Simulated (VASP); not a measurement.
Set up this calculation in VASP 6.6.1, as the native input.

* Task: relaxation of cell and atoms
* Functional: r2SCAN
* Potentials or basis: VASP PAW PBE potentials, release 64 (Zr_sv, B)
* Cutoff: 600 eV
* k mesh: 10 × 10 × 8
* Occupations: fermi-dirac, width 0.05 eV
* Spin: no spin polarisation
* Hubbard terms: Zr d U = 3.0 eV
* Dipole correction: no
* Further INCAR settings: ALGO = Normal; EDIFF = 1e-06; IBRION = 2; EDIFFG = -0.01; NSW = 60; ISIF = 3

The system is ZrB2.

```
Zr B
1.0
     3.17000    0.00000    0.00000
    -1.58500    2.74530    0.00000
     0.00000    0.00000    3.53300
Zr B
1 2
Direct
  0.00000 0.00000 0.00000
  0.66667 0.33333 0.50000
  0.33333 0.66667 0.50000
```

One way to write it, as run:

POSCAR

```
ZrB2
1.0
    3.1700000000      0.0000000000      0.0000000000
   -1.5850000000      2.7453005300      0.0000000000
    0.0000000000      0.0000000000      3.5330000000
Zr B
1 2
Direct
    0.0000000000      0.0000000000      0.0000000000
    0.6666666667      0.3333333333      0.5000000000
    0.3333333333      0.6666666667      0.5000000000
```

INCAR.step1

```
SYSTEM = ZrB2
ALGO = Normal
EDIFF = 1E-4
ENCUT = 600
GGA = PE
ISMEAR = -1
LASPH = .TRUE.
LCHARG = .FALSE.
LDAU = .TRUE.
LDAUJ = 0 0
LDAUL = 2 -1
LDAUTYPE = 2
LDAUU = 3 0
LMAXMIX = 4
LREAL = .FALSE.
LWAVE = .TRUE.
NELM = 150
PREC = Accurate
SIGMA = 0.05
```

INCAR.step2

```
SYSTEM = ZrB2
ALGO = Normal
EDIFF = 1E-6
EDIFFG = -0.01
ENCUT = 600
IBRION = 2
ISIF = 3
ISMEAR = -1
ISTART = 1
LASPH = .TRUE.
LCHARG = .FALSE.
LDAU = .TRUE.
LDAUJ = 0 0
LDAUL = 2 -1
LDAUPRINT = 1
LDAUTYPE = 2
LDAUU = 3 0
LMAXMIX = 4
LMIXTAU = .TRUE.
LREAL = .FALSE.
LWAVE = .FALSE.
METAGGA = R2SCAN
NELM = 150
NSW = 60
PREC = Accurate
SIGMA = 0.05
```

KPOINTS

```
k-points
0
G
  10 10 8
  0 0 0
```

Potentials or basis: VASP PAW PBE potentials, release 64 (Zr_sv, B).

Launch:

```bash
$ cat potpaw_PBE.64/Zr_sv/POTCAR potpaw_PBE.64/B/POTCAR > POTCAR
$ cp INCAR.step1 INCAR
$ mpirun -np 1 vasp_std > vasp.out
$ cp INCAR.step2 INCAR
$ mpirun -np 1 vasp_std > vasp.out
```

It gave:

* Relaxed volume: 10.58 Å³/atom
* Relaxed cell: a = 3.189 Å, b = 3.189 Å, c = 3.604 Å, α = 90.00°, β = 90.00°, γ = 120.00°
* Space group after relaxing (to 0.1 Å): P6/mmm (No. 191)
* Energy gained by relaxing: 9.3 meV/atom
* Ionic steps: 6
* Pressure after relaxing: 0.1 GPa
* Band gap on the k mesh: zero (bands 9 and 10 overlap by 1.08 eV)

Caveat: the PAW data sets were made with another functional, which shifts forces and pressure a little; U without spin polarisation on a metal has little footing; the U is typed as a test and isn't derived for this compound.

It took 11 min on 1 thread of AMD EPYC 7R43 64-Core Processor (Zen 3), on a shared host, peak memory 0.16 GiB.
